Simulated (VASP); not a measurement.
A run of VASP 6.6.1 is set up as follows.

The input INCAR:

```
  ALGO = Normal
  EDIFF = 1E-6
  ENCUT = 520
  GGA = CA
  ISIF = 2
  ISMEAR = -1
  LASPH = T
  LCHARG = F
  LREAL = F
  LWAVE = F
  NBANDS = 10
  NELM = 60
  PREC = Accurate
  SIGMA = 0.1
```

File KPOINTS:

```
k-points
0
Gamma
  24 24 24
```

The input POSCAR:

```
Ir
1.0
    0.0000000000      1.8953630216      1.8953630216
    1.8953630216      0.0000000000      1.8953630216
    1.8953630216      1.8953630216      0.0000000000
Ir
1
Direct
    0.0000000000      0.0000000000      0.0000000000
```

Potentials or basis: VASP PAW LDA potentials, release 64 (Ir).

The run is started by

```bash
$ cat potpaw_LDA.64/Ir/POTCAR > POTCAR
$ mpirun -np 1 vasp_std > vasp.out
```

(1) What does it give for the band gap on the k mesh?

(2) Predict the pressure.

## Answers

(1) zero (an odd number of electrons rules out a gap without spin polarisation).

(2) 9.8 GPa.

Caveat: the cell stands under pressure; spin-orbit coupling is left out, which moves the levels of the heavy elements.
